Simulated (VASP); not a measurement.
# GeSbTe3 (P4/mmm) in VASP: a series of runs

The runs below take GeSbTe3 through relaxation of cell and atoms, single point, with PBE.

All numbers are computed with VASP 6.6.1; they aren't measurements. Logs are shortened: lines on timing, memory, paths and dates and some standing lists are left out, and cuts for length are marked.

## 1. The cell of the first run

Symmetry: P4/mmm, No. 123, tetragonal system. The conventional cell has a = 4.219 Å, b = 4.219 Å, c = 8.963 Å, α = 90.00°, β = 90.00°, γ = 90.00°. Ge (site symmetry 4/mmm) has 10 Te at 3.32 to 4.48 Å and 4 Ge at 4.22 Å within 4.5 Å. Within 3.9 Å of Sb (site symmetry 4/mmm) lie 6 Te at 2.98 to 3.02 Å. Within 3.9 Å of Te (site symmetry 4mm) lie 1 Te at 2.93 Å and 1 Sb at 3.02 Å and 4 Ge at 3.32 Å. Within 3.9 Å of Te (site symmetry 4/mmm) lie 4 Sb at 2.98 Å.

The cell was generated, and may not be a known phase.

## 2. Relaxation of cell and atoms, PBE

Input file INCAR:

```
SYSTEM = GeSbTe3
PREC = Accurate
ENCUT = 600
EDIFF = 1E-6
ISMEAR = 0
SIGMA = 0.1
LREAL = .FALSE.
LASPH = .TRUE.
NELM = 80
ALGO = Normal
ISIF = 3
LWAVE = .FALSE.
LCHARG = .FALSE.
GGA = PE
IBRION = 2
NSW = 100
EDIFFG = -0.01
```

Input file KPOINTS:

```
Automatic mesh
0
G
  10 10 4
  0 0 0
```

Input file POSCAR:

```
GeSbTe3
1.0
    4.2188294623      0.0000000000      0.0000000000
    0.0000000000      4.2188294623      0.0000000000
    0.0000000000      0.0000000000      8.9630232458
Ge Sb Te
1 1 3
Direct
    0.0000000000      0.0000000000      0.0000000000
    0.5000000000      0.5000000000      0.5000000000
    0.5000000000      0.5000000000      0.1632397431
    0.5000000000      0.5000000000      0.8367602569
    0.0000000000      0.0000000000      0.5000000000
```

Potentials or basis: VASP PAW PBE potentials, release 64 (Ge_d, Sb, Te).

Started as:

```console
$ cat potpaw_PBE.64/Ge_d/POTCAR potpaw_PBE.64/Sb/POTCAR potpaw_PBE.64/Te/POTCAR > POTCAR
$ mpirun -np 1 vasp_std > vasp.out
```

OUTCAR:

```text
SYSTEM = GeSbTe3
   PREC = Accurate
   ENCUT = 600
   EDIFF = 1E-6
   ISMEAR = 0
   LREAL = .FALSE.
   LASPH = .TRUE.
   NELM = 80
   ISIF = 3
   GGA = PE
   IBRION = 2
   NSW = 100
   EDIFFG = -0.01

 ion  position               nearest neighbor table
   1  0.000  0.000  0.000-
   2  0.500  0.500  0.500-   5 2.98   5 2.98   5 2.98   5 2.98   3 3.02   4 3.02
   3  0.500  0.500  0.163-   4 2.93   2 3.02
   4  0.500  0.500  0.837-   3 2.93   2 3.02
   5  0.000  0.000  0.500-   2 2.98   2 2.98   2 2.98   2 2.98

  LATTYP: Found a simple tetragonal cell.
 ALAT       =     4.2188294623
 C/A-ratio  =     2.1245284565

  Lattice vectors:

 A1 = (   4.2188294623,   0.0000000000,   0.0000000000)
 A2 = (   0.0000000000,   4.2188294623,   0.0000000000)
 A3 = (   0.0000000000,   0.0000000000,   8.9630232458)

Analysis of symmetry for initial positions (statically):
=====================================================================
 Subroutine PRICEL returns:
 Original cell was already a primitive cell.

 Routine SETGRP: Setting up the symmetry group for a
 simple tetragonal supercell.

 Subroutine GETGRP returns: Found 16 space group operations
 (whereof 16 operations were pure point group operations)
 out of a pool of 16 trial point group operations.

The static configuration has the point symmetry D_4h.

Analysis of symmetry for dynamics (positions and initial velocities):
=====================================================================
 Subroutine PRICEL returns:
 Original cell was already a primitive cell.

 Routine SETGRP: Setting up the symmetry group for a
 simple tetragonal supercell.

 Subroutine GETGRP returns: Found 16 space group operations
 (whereof 16 operations were pure point group operations)
 out of a pool of 16 trial point group operations.

The dynamic configuration has the point symmetry D_4h.

 Subroutine INISYM returns: Found 16 space group operations
 (whereof 16 operations are pure point group operations),
 and found     1 'primitive' translations

----------------------------------------------------------------------------------------

                                     Primitive cell

  volume of cell :     159.5286

  direct lattice vectors                    reciprocal lattice vectors
     4.218829462  0.000000000  0.000000000     0.237032572  0.000000000  0.000000000
     0.000000000  4.218829462  0.000000000     0.000000000  0.237032572  0.000000000
     0.000000000  0.000000000  8.963023246     0.000000000  0.000000000  0.111569498

  length of vectors
     4.218829462  4.218829462  8.963023246     0.237032572  0.237032572  0.111569498

  position of ions in fractional coordinates (direct lattice)
     0.000000000  0.000000000  0.000000000
     0.500000000  0.500000000  0.500000000
     0.500000000  0.500000000  0.163239743
     0.500000000  0.500000000  0.836760257
     0.000000000  0.000000000  0.500000000

  ion indices of the primitive-cell ions
   primitive index   ion index
                 1           1
                 2           2
                 3           3
                 4           4
                 5           5

----------------------------------------------------------------------------------------

 KPOINTS: Automatic mesh

Automatic generation of k-mesh.
 Grid dimensions read from file:
 generate k-points for:   10   10    4

 Generating k-lattice:

  Cartesian coordinates                     Fractional coordinates (reciprocal lattice)
     0.023703257  0.000000000  0.000000000     0.100000000  0.000000000  0.000000000
     0.000000000  0.023703257  0.000000000     0.000000000  0.100000000  0.000000000
     0.000000000  0.000000000  0.027892374     0.000000000  0.000000000  0.250000000

  Length of vectors
     0.023703257  0.023703257  0.027892374

  Shift w.r.t. Gamma in fractional coordinates (k-lattice)
     0.000000000  0.000000000  0.000000000

 Subroutine IBZKPT returns following result:
 ===========================================

 Found     63 irreducible k-points:

 Following reciprocal coordinates:
            Coordinates               Weight
  0.000000  0.000000  0.000000      1.000000
  0.100000  0.000000  0.000000      4.000000
  0.200000  0.000000  0.000000      4.000000
  0.300000  0.000000  0.000000      4.000000
  0.400000  0.000000  0.000000      4.000000
  0.500000  0.000000  0.000000      2.000000
[... 16 lines left out ...]
  0.100000  0.000000  0.250000      8.000000
  0.200000  0.000000  0.250000      8.000000
 [... further k-points ...]
   k-points           NKPTS =     63   k-points in BZ     NKDIM =     63   number of bands    NBANDS=     22
   number of dos      NEDOS =    301   number of ions     NIONS =      5
   total plane-waves  NPLWV =  93312
   dimension x,y,z NGX =    36 NGY =   36 NGZ =   72
   dimension x,y,z NGXF=    72 NGYF=   72 NGZF=  144
   ions per type =               1   1   3
   NGX,Y,Z   is equivalent  to a cutoff of  14.19, 14.19, 13.35 a.u.
   NGXF,Y,Z  is equivalent  to a cutoff of  28.37, 28.37, 26.71 a.u.
 SYSTEM =  GeSbTe3
   PREC   = accura    normal or accurate (medium, high low for compatibility)
   ISTART =      0    job   : 0-new  1-cont  2-samecut
   ICHARG =      2    charge: 1-file 2-atom 10-const
   ISPIN  =      1    spin polarized calculation?
   LNONCOLLINEAR =      F non collinear calculations
   LSORBIT =      F    spin-orbit coupling
   LASPH  =      T    aspherical Exc in radial PAW
   ENCUT  =  600.0 eV  44.10 Ry    6.64 a.u.   8.43  8.43 17.90*2*pi/ulx,y,z
   NELM   =     80;   NELMIN=  2; NELMDL= -5     # of ELM steps
   EDIFF  = 0.1E-05   stopping-criterion for ELM
   LREAL  =      F    real-space projection
   EDIFFG = -.1E-01   stopping-criterion for IOM
   NSW    =    100    number of steps for IOM
   IBRION =      2    ionic relax: 0-MD 1-quasi-New 2-CG
   NFREE  =      1    steps in history (QN), initial steepest desc. (CG)
   ISIF   =      3    stress and relaxation
   ISYM   =      2    0-nonsym 1-usesym 2-fastsym
   POTIM  = 0.5000    time-step for ionic-motion
   TEBEG  =    0.0;   TEEND  =   0.0 temperature during run
   PSTRESS=    0.0 pullay stress
   NELECT =      37.0000    total number of electrons
   NUPDOWN=      -1.0000    fix difference up-down
   EMIN   =  10.00;   EMAX   =-10.00  energy-range for DOS
   EFERMI =   0.00;   METHOD = LEGACY
   ISMEAR =     0;   SIGMA  =   0.10  broadening in eV -4-tet -1-fermi 0-gaus
   EFERMI_NEDOS =   21; number of points for ismear=-14 and -15
   IALGO  =     38    algorithm
   IMIX   =      4    mixing-type and parameters
     AMIX     =   0.40;   BMIX     =  1.00
     AMIX_MAG =   1.60;   BMIX_MAG =  1.00
  volume/ion in A,a.u.               =      31.91       215.31
  Fermi-wavevector in a.u.,A,eV,Ry     =   1.005841  1.900764 13.765228  1.011716
  Thomas-Fermi vector in A             =   2.138546
   LORBIT       =      0    0 simple, 1 ext, 2 COOP (PROOUT), +10 PAW based schemes
   GGA     = PE    functional components
   LHFCALC =     F    Hartree Fock is set to
   AEXX    =    0.0000 exact exchange contribution
   IVDW    =     0    specifies the selected vdW correction
   LEPSILON=     F    determine dielectric tensor
   LRPA    =     F    only Hartree local field effects (RPA)
 conjugate gradient relaxation of ions
 non-spin polarized calculation
 Gauss-broadening in eV      SIGMA  =   0.10
  energy-cutoff  :      600.00
  volume of cell :      159.53
 maximum number of plane-waves:      5348
 NGX is ok and might be reduce to    36
   NGX = 17   NGY = 17   NGZ = 35

--------------------------------------- Ionic step        1  -------------------------------------------

 number of electron      36.9999992 magnetization

 Free energy of the ion-electron system (eV)
  ---------------------------------------------------
  ext. energy  EPLUGINS =         0.00000000
  ---------------------------------------------------
  free energy    TOTEN  =       -17.22694168 eV

  energy without entropy =      -17.21180947  energy(sigma->0) =      -17.21937558

------------------------ aborting loop because EDIFF is reached ----------------------------------------

  FORCE on cell =-STRESS in cart. coord.  units (eV):
  Direction    XX          YY          ZZ          XY          YZ          ZX
  --------------------------------------------------------------------------------------
  -------------------------------------------------------------------------------------
  Total       -0.9311763     -0.9311763      3.1137431      0.0000000      0.0000000      0.0000000
  in kB       -9.3519902     -9.3519902     31.2719451      0.0000000      0.0000000      0.0000000
  external PRESSURE =       4.1893216 kB  Pullay stress =       0.0000000 kB

 VOLUME and BASIS-vectors are now :
 -----------------------------------------------------------------------------
  energy-cutoff  :      600.00
  volume of cell :      159.53
      direct lattice vectors                 reciprocal lattice vectors
     4.218829462  0.000000000  0.000000000     0.237032572  0.000000000  0.000000000
     0.000000000  4.218829462  0.000000000     0.000000000  0.237032572  0.000000000
     0.000000000  0.000000000  8.963023246     0.000000000  0.000000000  0.111569498
[... 235 lines left out ...]
 POSITION                                       TOTAL-FORCE (eV/Angst)
 -----------------------------------------------------------------------------------
      0.00000      0.00000      9.19303         0.000000      0.000000      0.000000
      2.09155      2.09155      4.59652         0.000000      0.000000      0.000000
      2.09155      2.09155      1.49404         0.000000      0.000000      0.004637
      2.09155      2.09155      7.69900        -0.000000     -0.000000     -0.004637
      0.00000      0.00000      4.59652         0.000000      0.000000      0.000000
 -----------------------------------------------------------------------------------
    total drift:                                0.000000      0.000000      0.000000

  FREE ENERGIE OF THE ION-ELECTRON SYSTEM (eV)
  ---------------------------------------------------
  free  energy   TOTEN  =       -17.2726352217 eV

  energy  without entropy=      -17.2576297278  energy(sigma->0) =      -17.26513247

--------------------------------------- Ionic step        8  -------------------------------------------

 number of electron      37.0000005 magnetization

 Free energy of the ion-electron system (eV)
  ---------------------------------------------------
  ext. energy  EPLUGINS =         0.00000000
  ---------------------------------------------------
  free energy    TOTEN  =       -17.27263957 eV

  energy without entropy =      -17.25764577  energy(sigma->0) =      -17.26514267

 E-fermi :   5.4674     XC(G=0):  -9.1743

 val. band max:        5.4658927692   @ k =   0.5000   0.1000   0.2500
 cond. band min:       5.4927228223   @ k =   0.5000   0.0000   0.2500
 fundamental gap:      0.0268300531
 Fermi energy:         5.4673501630

 k-point     1 :       0.0000    0.0000    0.0000
  band No.  band energies     occupation
      1     -19.9059      2.00000
      2     -19.9040      2.00000
      3     -19.8923      2.00000
      4     -19.8923      2.00000
      5     -19.8915      2.00000
      6      -7.6318      2.00000
[... 14 lines left out ...]
     21       8.2265      0.00000
     22       8.5793      0.00000
[... 552 lines left out ...]
  band No.  band energies     occupation
      1     -19.9052      2.00000
      2     -19.9044      2.00000
      3     -19.8926      2.00000
      4     -19.8922      2.00000
      5     -19.8912      2.00000
      6      -7.2941      2.00000
[... 14 lines left out ...]
     21       7.5857      0.00000
     22       7.6743      0.00000

 [... further k-points ...]

------------------------ aborting loop because EDIFF is reached ----------------------------------------

  FORCE on cell =-STRESS in cart. coord.  units (eV):
  Direction    XX          YY          ZZ          XY          YZ          ZX
  --------------------------------------------------------------------------------------
  -------------------------------------------------------------------------------------
  Total        0.0080990      0.0080990      0.0410065      0.0000000      0.0000000     -0.0000000
  in kB        0.0806430      0.0806430      0.4083060      0.0000000      0.0000000     -0.0000000
  external PRESSURE =       0.1898640 kB  Pullay stress =       0.0000000 kB

 VOLUME and BASIS-vectors are now :
 -----------------------------------------------------------------------------
  energy-cutoff  :      600.00
  volume of cell :      160.91
      direct lattice vectors                 reciprocal lattice vectors
     4.183580545  0.000000000  0.000000000     0.239029699  0.000000000 -0.000000000
     0.000000000  4.183580545  0.000000000     0.000000000  0.239029699  0.000000000
     0.000000000  0.000000000  9.193497850    -0.000000000  0.000000000  0.108772528

 POSITION                                       TOTAL-FORCE (eV/Angst)
 -----------------------------------------------------------------------------------
      0.00000      0.00000      0.00000        -0.000000     -0.000000      0.000000
      2.09179      2.09179      4.59675        -0.000000     -0.000000      0.000000
      2.09179      2.09179      1.49359         0.000000     -0.000000      0.008782
      2.09179      2.09179      7.69991        -0.000000      0.000000     -0.008782
      0.00000      0.00000      4.59675        -0.000000     -0.000000      0.000000
 -----------------------------------------------------------------------------------
    total drift:                                0.000000      0.000000      0.000000

  FREE ENERGIE OF THE ION-ELECTRON SYSTEM (eV)
  ---------------------------------------------------
  free  energy   TOTEN  =       -17.2726395676 eV

  energy  without entropy=      -17.2576457711  energy(sigma->0) =      -17.26514267

 reached required accuracy - stopping structural energy minimisation
```

Run time: 16 min. Hardware: 1 thread of Intel Xeon Platinum 8259CL at 2.50GHz (Skylake/Cascade Lake), shared host; peak memory 0.53 GiB.

What came out:

- Free energy: -17.2726 eV
- Relaxed volume: 32.18 Å³/atom
- Relaxed cell: a = 4.184 Å, b = 4.184 Å, c = 9.193 Å, α = 90.00°, β = 90.00°, γ = 90.00°
- Space group after relaxing (to 0.1 Å): P4/mmm (No. 123)
- Energy gained by relaxing: 9.1 meV/atom
- Ionic steps: 8
- Pressure after relaxing: 0.0 GPa
- Largest force after relaxing: 0.009 eV/Å
- Band gap on the k mesh: zero (an odd number of electrons rules out a gap without spin polarisation)

Forces in eV/Å, atoms in the order of the input:
```
Ge   0.000  0.000  0.000
Sb   0.000  0.000  0.000
Te   0.000  0.000  0.009
Te   0.000  0.000 -0.009
Te   0.000  0.000  0.000
```

Step by step:
| step | energy change (eV) | largest force (eV/Å) | pressure (GPa) | volume (Å³) |
| --- | --- | --- | --- | --- |
| 1 | 0.0000 | 0.1603 | 0.42 | 159.53 |
| 2 | -0.0421 | 0.1497 | -0.16 | 161.38 |
| 3 | -0.0443 | 0.1015 | -0.08 | 161.04 |
| 4 | -0.0443 | 0.1057 | -0.09 | 161.07 |
| 5 | -0.0451 | 0.0666 | 0.03 | 160.70 |
| 6 | -0.0453 | 0.0366 | 0.13 | 160.43 |
| 7 | -0.0457 | 0.0046 | 0.05 | 160.86 |
| 8 | -0.0457 | 0.0088 | 0.02 | 160.91 |

Final structure:
```yaml
crystal:
  lattice:
    - [4.18358, 0.00000, 0.00000]
    - [0.00000, 4.18358, 0.00000]
    - [0.00000, 0.00000, 9.19350]
  atoms:
    - { symbol: Ge, position: [0.00000, 0.00000, 0.00000] }
    - { symbol: Sb, position: [0.50000, 0.50000, 0.50000] }
    - { symbol: Te, position: [0.50000, 0.50000, 0.16246] }
    - { symbol: Te, position: [0.50000, 0.50000, 0.83754] }
    - { symbol: Te, position: [0.00000, 0.00000, 0.50000] }
```

Levels at points of the mesh, in eV from the Fermi level:
```csv
k point,band 16,band 17,band 18,band 19,band 20,band 21,band 22
"(0.00, 0.00, 0.00)",-2.14,-0.64,-0.19,-0.19,1.64,2.76,3.11
"(0.50, 0.00, 0.00)",-1.37,-1.21,-0.27,-0.21,0.11,0.19,0.83
"(0.50, 0.50, 0.00)",-2.03,-2.03,-1.93,-1.56,0.38,2.49,2.49
"(0.00, 0.00, 0.50)",-1.24,-0.03,-0.03,0.00,1.33,1.79,2.84
"(0.50, 0.00, 0.50)",-0.92,-0.61,-0.55,-0.09,0.26,0.63,0.83
"(0.50, 0.50, 0.50)",-1.78,-1.78,-1.35,-0.04,1.40,1.59,1.75
```

Caveat: spin-orbit coupling is left out, which moves the levels of the heavy elements.

## 3. Single point, PBE

This run uses another cell than the first one, of 32.23 Å³/atom.

Input file INCAR:

```
ALGO     = Normal         # electronic algorithm
EDIFF    = 1E-6           # SCF threshold, eV
ENCUT    = 500            # plane-wave cutoff, eV
GGA      = PE             # functional
GGA_COMPAT= F            
ISIF     = 2              # what is computed and relaxed
ISMEAR   = 0              # smearing method
LASPH    = T              # aspherical terms in the spheres
LCHARG   = T              # write CHGCAR
LELF     = T              # ELF
LREAL    = F              # projectors in reciprocal space
LVHAR    = T            
LWAVE    = F              # write WAVECAR
NBANDS   = 26             # bands
NELM     = 120            # most SCF steps
PREC     = Accurate       # precision mode
SIGMA    = 0.1            # smearing width, eV
```

Input file KPOINTS:

```
k-points
0
Gamma
  15 15 6
```

Input file POSCAR:

```
GeSbTe3
1.0
    4.1847072868      0.0000000000      0.0000000000
    0.0000000000      4.1847072868      0.0000000000
    0.0000000000      0.0000000000      9.2016051750
Ge Sb Te
1 1 3
Direct
    0.0000000000      0.0000000000      0.0000000000
    0.5000000000      0.5000000000      0.5000000000
    0.5000000000      0.5000000000      0.1624466045
    0.5000000000      0.5000000000      0.8375533955
    0.0000000000      0.0000000000      0.5000000000
```

Potentials or basis: VASP PAW PBE potentials, release 64 (Ge_d, Sb, Te).

Started as:

```console
$ cat potpaw_PBE.64/Ge_d/POTCAR potpaw_PBE.64/Sb/POTCAR potpaw_PBE.64/Te/POTCAR > POTCAR
$ mpirun -np 1 vasp_std > vasp.out
```

Run time: 11 min. Hardware: 1 thread of Intel Xeon 8259CL, shared host; peak memory 0.68 GiB.

It converged, with:

| Property | Result |
| --- | --- |
| Free energy | -17.2340 eV |
| Pressure | 0.0 GPa |
| Band gap on the k mesh | zero (an odd number of electrons rules out a gap without spin polarisation) |

Stress tensor (GPa, compression positive):
```
-0.12  0.00  0.00
 0.00 -0.12  0.00
 0.00  0.00  0.12
```

Levels at points of the mesh, in eV from the Fermi level:
```tsv
k point	band 14	band 15	band 16	band 17	band 18	band 19	band 20	band 21	band 22	band 23
(0.00, 0.00, 0.00)	-2.78	-2.13	-2.13	-0.64	-0.19	-0.19	1.64	2.76	3.12	3.12
(0.00, 0.00, 0.50)	-2.23	-2.23	-1.24	-0.02	-0.02	0.00	1.33	1.79	2.84	3.05
```

Caveat: spin-orbit coupling is left out, which moves the levels of the heavy elements.

The gap in the log of VASP goes by the Fermi energy; the results here count the filled bands.